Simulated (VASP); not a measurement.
A run of VASP 6.6.1:

File POSCAR:

```
CdSe
1.0
    0.0000000000      3.0496647307      3.0496647307
    3.0496647307      0.0000000000      3.0496647307
    3.0496647307      3.0496647307      0.0000000000
Cd Se
1 1
Direct
    0.0000000000      0.0000000000      0.0000000000
    0.2500000000      0.2500000000      0.2500000000
```

INCAR.step1

```
SYSTEM = CdSe
PREC = Accurate
ENCUT = 520
EDIFF = 1E-5
ISMEAR = -1
SIGMA = 0.05
LREAL = .FALSE.
LASPH = .TRUE.
NELM = 80
ALGO = Normal
ISIF = 2
LWAVE = .TRUE.
LCHARG = .FALSE.
GGA = PE
NBANDS = 16
```

The input INCAR.step2:

```
SYSTEM = CdSe
PREC = Accurate
ENCUT = 520
EDIFF = 1E-7
ISMEAR = -1
SIGMA = 0.05
LREAL = .FALSE.
LASPH = .TRUE.
NELM = 80
ALGO = Normal
ISIF = 2
LWAVE = .FALSE.
LCHARG = .FALSE.
METAGGA = R2SCAN
LHFCALC = .TRUE.
AEXX = 0.25
LMIXTAU = .TRUE.
PRECFOCK = Normal
ISTART = 1
NBANDS = 16
```

The input KPOINTS:

```
Automatic mesh
0
G
  4 4 4
  0 0 0
```

Potentials or basis: VASP PAW PBE potentials, release 64 (Cd, Se).

Run with:

```bash
$ cat potpaw_PBE.64/Cd/POTCAR potpaw_PBE.64/Se/POTCAR > POTCAR
$ cp INCAR.step1 INCAR
$ mpirun -np 1 vasp_std > vasp.out
$ cp INCAR.step2 INCAR
$ mpirun -np 1 vasp_std > vasp.out
```

Hardware: 1 thread of AMD EPYC 7R43 64-Core Processor (Zen 3), with other jobs on the host.

How long does it take, and how much memory?

Run time: 22 min on 1 thread of AMD EPYC 7R43 64-Core Processor (Zen 3) (shared host), peak memory 0.17 GiB. Counts: k points 8.
